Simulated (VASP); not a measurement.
Here is a VASP 6.6.1 calculation.

INCAR

```
PREC = Accurate ; ENCUT = 520
EDIFF = 1E-7 ; ISMEAR = -1
SIGMA = 0.1 ; LREAL = False
LASPH = True ; NELM = 80
ALGO = Normal ; ISIF = 2
LWAVE = False ; LCHARG = False
GGA = RP ; NBANDS = 34
```

KPOINTS

```
regular mesh
0
Gamma
  18 18 5
```

POSCAR

```
V
1.0
    2.6578538648      0.0000000000      0.0000000000
   -1.3289269324      2.3017689665      0.0000000000
    0.0000000000      0.0000000000      9.2926979713
V
4
Direct
    0.0000000000      0.0000000000      1.0000000000
    1.0000000000      0.0000000000      0.5000000000
    0.3333333333      0.6666666667      0.2500000000
    0.6666666667      0.3333333333      0.7500000000
```

Potentials or basis: VASP PAW PBE potentials, release 64 (V_sv).

Launch:

```console
$ cat potpaw_PBE.64/V_sv/POTCAR > POTCAR
$ mpirun -np 1 vasp_std > vasp.out
```

(1) What does it give for the band gap on the k mesh?

(2) Predict the pressure.

## Answers

(1) zero (band 26 reaches 9.85 eV, above the bottom of band 27 at 8.94 eV).

(2) 0.3 GPa.

Caveat: the PAW data sets were made with another functional, which shifts forces and pressure a little.
